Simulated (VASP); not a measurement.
A run of VASP 6.6.1 is set up as follows.

INCAR

```
PREC = Accurate
ENCUT = 520
EDIFF = 1E-6
ISMEAR = -1
SIGMA = 0.1
LREAL = F
LASPH = T
NELM = 60
ALGO = Normal
ISIF = 2
LWAVE = F
LCHARG = F
GGA = PE
NBANDS = 13
```

The input KPOINTS:

```
regular mesh
0
Gamma
  11 11 6
```

Contents of POSCAR:

```
Te
1.0
    4.0579773944      0.0000000000      0.0000000000
   -2.0289886972      3.5143115116      0.0000000000
    0.0000000000      0.0000000000      4.4134404670
Te
2
Direct
    0.3333333333      0.6666666667      0.2500000000
    0.6666666667      0.3333333333      0.7500000000
```

Potentials or basis: VASP PAW PBE potentials, release 64 (Te).

Run with:

```console
$ cat potpaw_PBE.64/Te/POTCAR > POTCAR
$ mpirun -np 1 vasp_std > vasp.out
```

Estimate the band gap on the k mesh.

zero (bands 6 and 7 overlap by 2.06 eV).

What does it give for the pressure?

-0.1 GPa.

Caveat: spin-orbit coupling is left out, which moves the levels of the heavy elements.
